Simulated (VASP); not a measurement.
Here is a VASP 6.6.1 calculation.

Contents of INCAR:

```
SYSTEM = KB3H8
PREC = Accurate ; ENCUT = 520
EDIFF = 1E-8 ; ISMEAR = 0
SIGMA = 0.01 ; LREAL = Auto
LASPH = .True. ; NELM = 100
ALGO = Normal ; ISIF = 2
LWAVE = .False. ; LCHARG = .False.
GGA = PE ; LEFG = .True.
NBANDS = 44
```

Contents of KPOINTS:

```
regular mesh
0
Gamma
  5 5 3
  0 0 0
```

POSCAR

```
KB3H8
1.0
    3.7128150000     -4.0404300000      0.0000000000
    3.7128150000      4.0404300000      0.0000000000
    0.0000000000      0.0000000000      8.1959500000
K B H
2 6 16
Direct
    0.6654514242      0.3345485758      0.7500000000
    0.3345485758      0.6654514242      0.2500000000
    0.2805511384      0.7194488616      0.6403502566
    0.7194488616      0.2805511384      0.1403502566
    0.7194488616      0.2805511384      0.3596497434
    0.2805511384      0.7194488616      0.8596497434
    0.0911664064      0.9088335936      0.7500000000
    0.9088335936      0.0911664064      0.2500000000
    0.2028993698      0.5206490863      0.5890172102
    0.7971006302      0.4793509137      0.0890172102
    0.5206490863      0.2028993698      0.4109827898
    0.4793509137      0.7971006302      0.9109827898
    0.7971006302      0.4793509137      0.4109827898
    0.2028993698      0.5206490863      0.9109827898
    0.4793509137      0.7971006302      0.5890172102
    0.5206490863      0.2028993698      0.0890172102
    0.1374436733      0.8625563267      0.5769690025
    0.8625563267      0.1374436733      0.0769690025
    0.8625563267      0.1374436733      0.4230309975
    0.1374436733      0.8625563267      0.9230309975
    0.8729317429      0.8531347148      0.7500000000
    0.1270682571      0.1468652852      0.2500000000
    0.8531347148      0.8729317429      0.2500000000
    0.1468652852      0.1270682571      0.7500000000
```

Potentials or basis: VASP PAW PBE potentials, release 64 (K_sv, B, H).

The run is started by

```sh
$ cat potpaw_PBE.64/K_sv/POTCAR potpaw_PBE.64/B/POTCAR potpaw_PBE.64/H/POTCAR > POTCAR
$ mpirun -np 1 vasp_std > vasp.out
```

Problem. Predict the largest force.

Solution. 0.015 eV/Å.

Problem. What does it give for the pressure?

Solution. 0.0 GPa.

Problem. Predict the band gap on the k mesh.

Solution. 5.77 eV, indirect (least direct gap 5.92 eV).

Stress tensor (GPa, compression positive):
```
 0.14  0.00  0.00
 0.00  0.04  0.00
 0.00  0.00 -0.08
```

Caveat: without QUAD_EFG the Cq values of the log hold for a quadrupole moment of 1 mb, not for the nuclei. A k mesh can miss the band edges.
